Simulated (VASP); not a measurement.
# Al: single point with PBE

Crystal: Al.

```
Al
1.0
    -1.61461    1.61461    1.61461
     1.61461   -1.61461    1.61461
     1.61461    1.61461   -1.61461
Al
1
Direct
  0.00000 0.00000 0.00000
```

```yaml
Program: VASP 6.6.1
Task: single point
Functional: PBE
Potentials_or_basis: VASP PAW PBE potentials, release 64 (Al)
Cutoff: 520 eV
k_mesh: 8 × 8 × 8
Occupations: gaussian, width 0.05 eV
Spin: no spin polarisation
```

```
Pressure : 1.0 GPa
```

Levels at points of the mesh, in eV from the Fermi level:
| k point | band 1 | band 2 | band 3 | band 4 |
| --- | --- | --- | --- | --- |
| (0.00, 0.00, 0.00) | -11.11 | 13.03 | 13.03 | 13.03 |
| (0.50, 0.00, 0.00) | -4.36 | -3.96 | 7.89 | 8.10 |
| (0.50, 0.50, 0.50) | 1.71 | 1.71 | 1.71 | 2.90 |

Run time: 1.5 s on 1 thread of Intel(R) Xeon(R) 6975P-C (Granite Rapids), with other jobs on the host, peak memory 0.12 GiB.
